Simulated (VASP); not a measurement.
Input of a VASP 6.6.1 run:

File INCAR:

```
SYSTEM = La2O
  ALGO = Normal
  EDIFF = 1E-6
  ENCUT = 520
  GGA = PE
  ISIF = 2
  ISMEAR = 0
  LASPH = .True.
  LCHARG = .True.
  LELF = .True.
  LREAL = .False.
  LVHAR = .True.
  LWAVE = .False.
  NBANDS = 21
  NELM = 100
  PREC = Accurate
  SIGMA = 0.1
```

File KPOINTS:

```
k-points
0
Gamma
  12 12 12
  0 0 0
```

File POSCAR:

```
La2O
1.0
    0.0000000000      3.1914624205      3.1914624205
    3.1914624205      0.0000000000      3.1914624205
    3.1914624205      3.1914624205      0.0000000000
La O
2 1
Direct
    0.2500000000      0.2500000000      0.2500000000
    0.7500000000      0.7500000000      0.7500000000
    0.0000000000      0.0000000000      0.0000000000
```

Potentials or basis: VASP PAW PBE potentials, release 64 (La, O).

Run with:

```sh
$ cat potpaw_PBE.64/La/POTCAR potpaw_PBE.64/O/POTCAR > POTCAR
$ mpirun -np 1 vasp_std > vasp.out
```

Problem. Predict the pressure.

Solution. -0.1 GPa.

Problem. What does it give for the band gap on the k mesh?

Solution. Zero (band 14 reaches 10.86 eV, above the bottom of band 15 at 8.73 eV).

Caveat: spin-orbit coupling is left out, which moves the levels of the heavy elements.
